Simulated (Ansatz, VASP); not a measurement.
# One calculation of TaN, two programs

INCAR

```
SYSTEM = TaN
ALGO = Normal
EDIFF = 1E-8
ENCUT = 520
ISIF = 2
ISMEAR = -1
LASPH = .TRUE.
LCHARG = .FALSE.
LEFG = .TRUE.
LREAL = .FALSE.
LWAVE = .FALSE.
NBANDS = 33
NELM = 100
PREC = Accurate
SIGMA = 0.03
```

The input KPOINTS:

```
k-points
0
G
  5 5 8
  0 0 0
```

POSCAR

```
TaN
1.0
    5.1501995545      0.0000000000      0.0000000000
   -2.5750997773      4.4602036488      0.0000000000
    0.0000000000      0.0000000000      2.8884826334
Ta N
3 3
Direct
    0.0000000000      0.0000000000      0.0000000000
    0.3333333333      0.6666666667      0.5000000000
    0.6666666667      0.3333333333      0.5000000000
    0.5000000000      0.0000000000      0.0000000000
    0.5000000000      0.5000000000      0.0000000000
    0.0000000000      0.5000000000      0.0000000000
```

Input for Ansatz:

```yaml
crystal:
  lattice:
    - [5.1501995545, 0.0, 0.0]
    - [-2.5750997773, 4.4602036488, 0.0]
    - [0.0, 0.0, 2.8884826334]
  atoms:
    - { symbol: Ta, position: [0.0, 0.0, 0.0] }
    - { symbol: Ta, position: [0.3333333333, 0.6666666667, 0.5] }
    - { symbol: Ta, position: [0.6666666667, 0.3333333333, 0.5] }
    - { symbol: "N", position: [0.5, 0.0, 0.0] }
    - { symbol: "N", position: [0.5, 0.5, 0.0] }
    - { symbol: "N", position: [0.0, 0.5, 0.0] }
kpoints:
  mp_grid: { grid: [5, 5, 8] }
scf:
  occupations: { method: fermi_dirac, width: 0.03 }
hamiltonian:
  xc: lda
  pseudopotentials: { kind: paw }
output:
  forces: true
  stress: true
  eigenvalues: true
  efg: { contact_densities: true }
  write_density: true
  write_potential: true
  elf: true
  volumetric_format: npy
```

Change from the starting cell: volume scaled by 0.98, PAW files.

Alike in both runs: task electric field gradients; functional LDA; k mesh 5 × 5 × 8; occupations fermi-dirac, width 0.03 eV; no spin polarisation.

|  | VASP | Ansatz |
| --- | --- | --- |
| version | VASP 6.6.1 | Ansatz 0.2.0 |
| potentials or method | VASP PAW LDA potentials, release 64 (Ta_pv, N) | PAW with Ansatz's default frozen-core files, scalar-relativistic |
| plane-wave cutoff (eV) | 520 | 420 |
| valence electrons in the cell | 48 | 54 |

|  | VASP | Ansatz | Ansatz less VASP |
| --- | --- | --- | --- |
| pressure (GPa) | 3.9 | 2.0 | -1.87 |
| traceless stress, the component that is largest in VASP (GPa) | 0.31 | -0.08 | -0.383 |
| size of Vzz on the site where it differs most (V/Å²) | 342.4 | 459.5 | +117.08 |

LDA's correlation is that of Perdew and Zunger in VASP and of Perdew and Wang (1992) in Ansatz. VASP's potentials hold 48 valence electrons a cell and Ansatz's 54, so a difference there can come from the potentials and not from the codes.

Neither program's run includes spin-orbit coupling.
